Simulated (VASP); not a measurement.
Here is a VASP 6.6.1 calculation.

INCAR

```
PREC = Accurate
ENCUT = 520
EDIFF = 1E-7
ISMEAR = 0
SIGMA = 0.1
LREAL = F
LASPH = T
NELM = 150
ALGO = Normal
ISIF = 2
LWAVE = F
LCHARG = F
ISPIN = 2
MAGMOM = 0 2 2 2 0
LORBIT = 11
LMAXMIX = 4
GGA = PE
NBANDS = 40
```

The input KPOINTS:

```
Automatic mesh
0
Gamma
  6 6 4
```

Contents of POSCAR:

```
ZrV3Se
1.0
    4.6091566722      0.0000000031      0.0000000000
   -2.3045783388      3.9916467666      0.0000000000
    0.0000000000      0.0000000000      4.8341535804
Zr V Se
1 3 1
Direct
    0.3333333333      0.6666666667      0.0000000000
    0.6666666667      0.3333333333      0.2254259732
    0.6666666667      0.3333333333      0.7745740268
    0.0000000000      0.0000000000      0.0000000000
    0.0000000000      0.0000000000      0.5000000000
```

Potentials or basis: VASP PAW PBE potentials, release 64 (Zr_sv, V_sv, Se).

The run is started by

```bash
$ cat potpaw_PBE.64/Zr_sv/POTCAR potpaw_PBE.64/V_sv/POTCAR potpaw_PBE.64/Se/POTCAR > POTCAR
$ mpirun -np 1 vasp_std > vasp.out
```

Task: Predict the pressure.

Result: 0.1 GPa.

Task: What does it give for the net moment?

Result: 0.00 μB per cell.

Stress tensor (GPa, compression positive):
```
-0.11  0.00  0.00
 0.00 -0.11  0.00
 0.00  0.00  0.49
```
